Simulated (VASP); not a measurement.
# Os2C3 (P-3m1) in VASP: notebook

Os2C3 is run at these levels: PBE; tasks: single point, relaxation of cell and atoms.

Everything below comes from runs of VASP 6.6.1. Logs are shortened: lines on timing, memory, paths and dates and some standing lists are left out, and cuts for length are marked.

## Step 1: The cell of the first run

It takes space group P-3m1 (No. 164, trigonal). The conventional cell has a = 3.296 Å, b = 3.296 Å, c = 5.128 Å, α = 90.00°, β = 90.00°, γ = 120.00°. Within 2.6 Å of Os (site symmetry 3m) lie 7 C at 1.98 to 2.28 Å. C (site symmetry -3m) has 6 Os at 2.28 Å and 6 C at 2.63 Å within 3.0 Å. C (site symmetry 3m) has 4 Os at 1.98 to 2.05 Å and 6 C at 2.42 to 2.63 Å within 2.7 Å.

## Step 2: Single point, PBE

The input, INCAR:

```
SYSTEM = Os2C3
PREC     = Accurate       ! precision mode
ENCUT    = 700            ! plane-wave cutoff, eV
EDIFF    = 1E-6           ! SCF threshold, eV
ISMEAR   = 0              ! smearing method
SIGMA    = 0.1            ! smearing width, eV
LREAL    = .FALSE.        ! projectors in reciprocal space
LASPH    = .TRUE.         ! aspherical terms in the spheres
NELM     = 120            ! most SCF steps
ALGO     = Normal         ! electronic algorithm
ISIF     = 2              ! what is computed and relaxed
LWAVE    = .FALSE.        ! write WAVECAR
LCHARG   = .FALSE.        ! write CHGCAR
GGA      = PE             ! functional
NBANDS   = 30             ! bands
GGA_COMPAT= .FALSE.
```

The input, KPOINTS:

```
regular mesh
0
G
  6 6 4
  0 0 0
```

The input, POSCAR:

```
Os2C3
1.0
    3.2958544583      0.0000000000      0.0000000000
   -1.6479272291      2.8542936880      0.0000000000
    0.0000000000      0.0000000000      5.1278141698
Os C
2 3
Direct
    0.3333333333      0.6666666667      0.2450000000
    0.6666666667      0.3333333333      0.7550000000
    0.0000000000      0.0000000000      0.0000000000
    0.3333333333      0.6666666667      0.6450000000
    0.6666666667      0.3333333333      0.3550000000
```

Potentials or basis: VASP PAW PBE potentials, release 64 (Os_sv_GW, C).

Command:

```
> cat potpaw_PBE.64/Os_sv_GW/POTCAR potpaw_PBE.64/C/POTCAR > POTCAR
> mpirun -np 1 vasp_std > vasp.out
```

OUTCAR:

```text
SYSTEM = Os2C3
   PREC = Accurate
   ENCUT = 700
   EDIFF = 1E-6
   ISMEAR = 0
   LREAL = .FALSE.
   LASPH = .TRUE.
   NELM = 120
   ISIF = 2
   GGA = PE

 ion  position               nearest neighbor table
   1  0.333  0.667  0.245-   5 1.98   5 1.98   5 1.98   4 2.05   3 2.28   3 2.28   3 2.28   2 3.15
                             2 3.15   2 3.15   2 3.23   2 3.23   2 3.23
   2  0.667  0.333  0.755-   4 1.98   4 1.98   4 1.98   5 2.05   3 2.28   3 2.28   3 2.28   1 3.15
                             1 3.15   1 3.15   1 3.23   1 3.23   1 3.23
   3  0.000  0.000  0.000-   1 2.28   2 2.28   1 2.28   2 2.28   2 2.28   1 2.28
   4  0.333  0.667  0.645-   2 1.98   2 1.98   2 1.98   1 2.05
   5  0.667  0.333  0.355-   1 1.98   1 1.98   1 1.98   2 2.05

  LATTYP: Found a hexagonal cell.
 ALAT       =     3.2958544583
 C/A-ratio  =     1.5558375634

  Lattice vectors:

 A1 = (   3.2958544583,   0.0000000000,   0.0000000000)
 A2 = (  -1.6479272291,   2.8542936880,   0.0000000000)
 A3 = (   0.0000000000,   0.0000000000,   5.1278141698)

Analysis of symmetry for initial positions (statically):
=====================================================================
 Subroutine PRICEL returns:
 Original cell was already a primitive cell.

 Routine SETGRP: Setting up the symmetry group for a
 hexagonal supercell.

 Subroutine GETGRP returns: Found 12 space group operations
 (whereof 12 operations were pure point group operations)
 out of a pool of 24 trial point group operations.

The static configuration has the point symmetry D_3d.

Analysis of symmetry for dynamics (positions and initial velocities):
=====================================================================
 Subroutine PRICEL returns:
 Original cell was already a primitive cell.

 Routine SETGRP: Setting up the symmetry group for a
 hexagonal supercell.

 Subroutine GETGRP returns: Found 12 space group operations
 (whereof 12 operations were pure point group operations)
 out of a pool of 24 trial point group operations.

The dynamic configuration has the point symmetry D_3d.

 Subroutine INISYM returns: Found 12 space group operations
 (whereof 12 operations are pure point group operations),
 and found     1 'primitive' translations

----------------------------------------------------------------------------------------
[... 96 lines left out ...]
   ENCUT  =  700.0 eV  51.45 Ry    7.17 a.u.   7.11  7.11 11.06*2*pi/ulx,y,z
   NELM   =    120;   NELMIN=  2; NELMDL= -5     # of ELM steps
   EDIFF  = 0.1E-05   stopping-criterion for ELM
   LREAL  =      F    real-space projection
   EDIFFG = 0.1E-04   stopping-criterion for IOM
   NSW    =      0    number of steps for IOM
   IBRION =     -1    ionic relax: 0-MD 1-quasi-New 2-CG
   NFREE  =      0    steps in history (QN), initial steepest desc. (CG)
   ISIF   =      2    stress and relaxation
   ISYM   =      2    0-nonsym 1-usesym 2-fastsym
   POTIM  = 0.5000    time-step for ionic-motion
   TEBEG  =    0.0;   TEEND  =   0.0 temperature during run
   PSTRESS=    0.0 pullay stress
   NELECT =      44.0000    total number of electrons
   NUPDOWN=      -1.0000    fix difference up-down
   EMIN   =  10.00;   EMAX   =-10.00  energy-range for DOS
   EFERMI =   0.00;   METHOD = LEGACY
   ISMEAR =     0;   SIGMA  =   0.10  broadening in eV -4-tet -1-fermi 0-gaus
   EFERMI_NEDOS =   21; number of points for ismear=-14 and -15
   IALGO  =     38    algorithm
   IMIX   =      4    mixing-type and parameters
     AMIX     =   0.40;   BMIX     =  1.00
     AMIX_MAG =   1.60;   BMIX_MAG =  1.00
  volume/ion in A,a.u.               =       9.65        65.11
  Fermi-wavevector in a.u.,A,eV,Ry     =   1.587667  3.000255 34.296020  2.520686
  Thomas-Fermi vector in A             =   2.686789
   LORBIT       =      0    0 simple, 1 ext, 2 COOP (PROOUT), +10 PAW based schemes
   GGA     = PE    functional components
   LHFCALC =     F    Hartree Fock is set to
   AEXX    =    0.0000 exact exchange contribution
   IVDW    =     0    specifies the selected vdW correction
   LEPSILON=     F    determine dielectric tensor
   LRPA    =     F    only Hartree local field effects (RPA)
 non-spin polarized calculation
 Gauss-broadening in eV      SIGMA  =   0.10
  energy-cutoff  :      700.00
  volume of cell :       48.24
 maximum number of plane-waves:      2061
   NGX = 15   NGY = 15   NGZ = 23

 number of electron      44.0000002 magnetization

 Free energy of the ion-electron system (eV)
  ---------------------------------------------------
  ext. energy  EPLUGINS =         0.00000000
  ---------------------------------------------------
  free energy    TOTEN  =       -44.85156410 eV

  energy without entropy =      -44.83461207  energy(sigma->0) =      -44.84308808

 E-fermi :  11.5144     XC(G=0): -13.6386

 val. band max:       11.4854577076   @ k =   0.3333   0.0000   0.0000
 cond. band min:      11.5145125229   @ k =   0.0000   0.1667   0.2500
 fundamental gap:      0.0290548154
 Fermi energy:        11.5144197025

 k-point     1 :       0.0000    0.0000    0.0000
  band No.  band energies     occupation
      1     -75.3581      2.00000
      2     -75.3477      2.00000
      3     -34.9634      2.00000
      4     -34.7554      2.00000
      5     -34.7554      2.00000
      6     -34.7403      2.00000
[... 781 lines left out ...]
     29      16.9164      0.00000
     30      17.8105      0.00000

------------------------ aborting loop because EDIFF is reached ----------------------------------------

  FORCE on cell =-STRESS in cart. coord.  units (eV):
  Direction    XX          YY          ZZ          XY          YZ          ZX
  --------------------------------------------------------------------------------------
  -------------------------------------------------------------------------------------
  Total        6.4033423      6.4033423      7.1777706      0.0000000      0.0000000      0.0000000
  in kB      212.6759313    212.6759313    238.3972235      0.0000000      0.0000000      0.0000000
  external PRESSURE =     221.2496953 kB  Pullay stress =       0.0000000 kB

 VOLUME and BASIS-vectors are now :
 -----------------------------------------------------------------------------
  energy-cutoff  :      700.00
  volume of cell :       48.24
      direct lattice vectors                 reciprocal lattice vectors
     3.295854458  0.000000000  0.000000000     0.303411456  0.175174686  0.000000000
    -1.647927229  2.854293688  0.000000000     0.000000000  0.350349372  0.000000000
     0.000000000  0.000000000  5.127814170     0.000000000  0.000000000  0.195014867

 POSITION                                       TOTAL-FORCE (eV/Angst)
 -----------------------------------------------------------------------------------
     -0.00000      1.90286      1.25631         0.000000     -0.000000      1.090123
      1.64793      0.95143      3.87150         0.000000      0.000000     -1.090123
      0.00000      0.00000      0.00000        -0.000000      0.000000      0.000000
     -0.00000      1.90286      3.30744        -0.000000     -0.000000     -1.127844
      1.64793      0.95143      1.82037        -0.000000      0.000000      1.127844
 -----------------------------------------------------------------------------------
    total drift:                                0.000000     -0.000000      0.000000

  FREE ENERGIE OF THE ION-ELECTRON SYSTEM (eV)
  ---------------------------------------------------
  free  energy   TOTEN  =       -44.8515640974 eV

  energy  without entropy=      -44.8346120687  energy(sigma->0) =      -44.84308808
```

OSZICAR:

```text
N       E                     dE             d eps       ncg     rms          rms(c)
DAV:   1     0.469652927045E+03    0.46965E+03   -0.34326E+04  1440   0.193E+03
DAV:   2    -0.315935766266E+02   -0.50125E+03   -0.48602E+03  1790   0.485E+02
DAV:   3    -0.571712546086E+02   -0.25578E+02   -0.25085E+02  1756   0.103E+02
DAV:   4    -0.574547144707E+02   -0.28346E+00   -0.28254E+00  1610   0.110E+01
DAV:   5    -0.574592465946E+02   -0.45321E-02   -0.45300E-02  1778   0.106E+00    0.106E+02
DAV:   6    -0.480805661138E+02    0.93787E+01   -0.94213E+01  1476   0.463E+01    0.707E+01
DAV:   7    -0.454179172627E+02    0.26626E+01   -0.21003E+01  1458   0.260E+01    0.405E+01
DAV:   8    -0.449238819490E+02    0.49404E+00   -0.32285E+00  1610   0.930E+00    0.180E+00
DAV:   9    -0.448550002980E+02    0.68882E-01   -0.39232E-01  1684   0.338E+00    0.141E+00
DAV:  10    -0.448514639678E+02    0.35363E-02   -0.21969E-02  1590   0.996E-01    0.289E-01
DAV:  11    -0.448516234269E+02   -0.15946E-03   -0.20712E-03  1718   0.281E-01    0.672E-02
DAV:  12    -0.448515604220E+02    0.63005E-04   -0.28977E-04  1620   0.104E-01    0.264E-02
DAV:  13    -0.448515635824E+02   -0.31604E-05   -0.21610E-05  1508   0.282E-02    0.606E-03
DAV:  14    -0.448515640974E+02   -0.51495E-06   -0.10304E-06  1028   0.687E-03
   1 F= -.44851564E+02 E0= -.44843088E+02  d E =-.169520E-01
```

stdout:

```text
POSCAR found type information on POSCAR OsC
 POSCAR found :  2 types and       5 ions
 scaLAPACK will be used
 LDA part: xc-table for (Slater+PW92), standard interpolation
 POSCAR, INCAR and KPOINTS ok, starting setup
 FFT: planning ... GRIDC
 FFT: planning ... GRID_SOFT
 FFT: planning ... GRID
 WAVECAR not read
 entering main loop
```

It took 96 s on 1 thread of AMD EPYC, shared host; peak memory 0.18 GiB.

Results:

- Free energy: -44.8516 eV
- Pressure: 22.1 GPa
- Largest force: 1.128 eV/Å
- Band gap on the k mesh: zero (bands 22 and 23 overlap by 1.16 eV)

Forces on the atoms (eV/Å):
```
Os   0.000  0.000  1.090
Os   0.000  0.000 -1.090
C    0.000  0.000  0.000
C    0.000  0.000 -1.128
C    0.000  0.000  1.128
```

Levels at points of the mesh, in eV from the Fermi level:
```csv
k point,band 18,band 19,band 20,band 21,band 22,band 23,band 24,band 25,band 26,band 27
"(0.00, 0.00, 0.00)",-3.01,-2.86,-2.19,-2.19,0.49,0.81,1.68,1.68,2.93,5.39
"(0.50, 0.00, 0.00)",-3.24,-2.83,-2.06,-1.35,-0.74,-0.46,0.25,1.62,2.69,3.91
"(0.00, 0.00, 0.50)",-2.24,-1.57,-1.57,-1.56,-0.56,-0.56,-0.49,2.52,4.91,6.51
"(0.50, 0.00, 0.50)",-3.06,-2.80,-1.52,-1.16,-1.03,0.24,0.56,2.73,2.90,4.25
```

Caveat: the k points lie up to 0.37 Å⁻¹ apart, too coarse for converged energies and pressures of a metal; spin-orbit coupling is left out, which moves the levels of the heavy elements; forces of over 1 eV/Å act on the atoms, so gaps and moduli don't describe the material at rest.

[end of part 1 of 2]

The gap in the log of VASP goes by the Fermi energy; the results here count the filled bands.